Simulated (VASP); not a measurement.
Write the native input for VASP 6.6.1 that does the following.

| Item | Value |
| --- | --- |
| Task | relaxation of cell and atoms |
| Functional | PBEsol |
| Potentials or basis | VASP PAW PBE potentials, release 64 (Hf_pv) |
| Cutoff | 600 eV |
| k mesh | 16 × 16 × 16 |
| Occupations | gaussian, width 0.1 eV |
| Spin | no spin polarisation |
| Dipole correction | no |
| Further INCAR settings | ALGO = Normal; EDIFF = 1e-06; IBRION = 2; EDIFFG = -0.01; NSW = 80; ISIF = 3 |

The structure of Hf lies in POSCAR:

```
Hf
1.0
   -1.7464481148      1.7464481148      1.7464481148
    1.7464481148     -1.7464481148      1.7464481148
    1.7464481148      1.7464481148     -1.7464481148
Hf
1
Direct
    0.0000000000      0.0000000000      0.0000000000
```

This isn't the form of Hf at room conditions, which is hcp.

The input as run:

INCAR

```
SYSTEM = Hf
ALGO     = Normal         ! electronic algorithm
EDIFF    = 1E-6           ! SCF threshold, eV
EDIFFG   = -0.01          ! ionic threshold
ENCUT    = 600            ! plane-wave cutoff, eV
GGA      = PS             ! functional
IBRION   = 2              ! ionic algorithm
ISIF     = 3              ! what is computed and relaxed
ISMEAR   = 0              ! smearing method
LASPH    = .TRUE.         ! aspherical terms in the spheres
LCHARG   = .FALSE.        ! write CHGCAR
LREAL    = .FALSE.        ! projectors in reciprocal space
LWAVE    = .FALSE.        ! write WAVECAR
NELM     = 100            ! most SCF steps
NSW      = 80             ! ionic steps
PREC     = Accurate       ! precision mode
SIGMA    = 0.1            ! smearing width, eV
```

KPOINTS

```
k-points
0
G
  16 16 16
  0 0 0
```

Potentials or basis: VASP PAW PBE potentials, release 64 (Hf_pv).

The run is started by

```console
$ cat potpaw_PBE.64/Hf_pv/POTCAR > POTCAR
$ mpirun -np 1 vasp_std > vasp.out
```

Results of the run:

```
Relaxed volume                        : 21.22 Å³/atom
Relaxed cell                          : a = 3.021 Å, b = 3.021 Å, c = 3.021 Å, α = 109.47°, β = 109.47°, γ = 109.47°
Space group after relaxing (to 0.1 Å) : Im-3m (No. 229)
Energy gained by relaxing             : 0.1 meV/atom
Ionic steps                           : 3
Pressure after relaxing               : 0.0 GPa
Band gap on the k mesh                : zero (bands 5 and 6 overlap by 2.35 eV)
```

Caveat: the PAW data sets were made with another functional, which shifts forces and pressure a little; spin-orbit coupling is left out, which moves the levels of the heavy elements.

It took 55 s on 1 thread of Intel Xeon 8259CL, with other jobs on the host, peak memory 0.17 GiB.
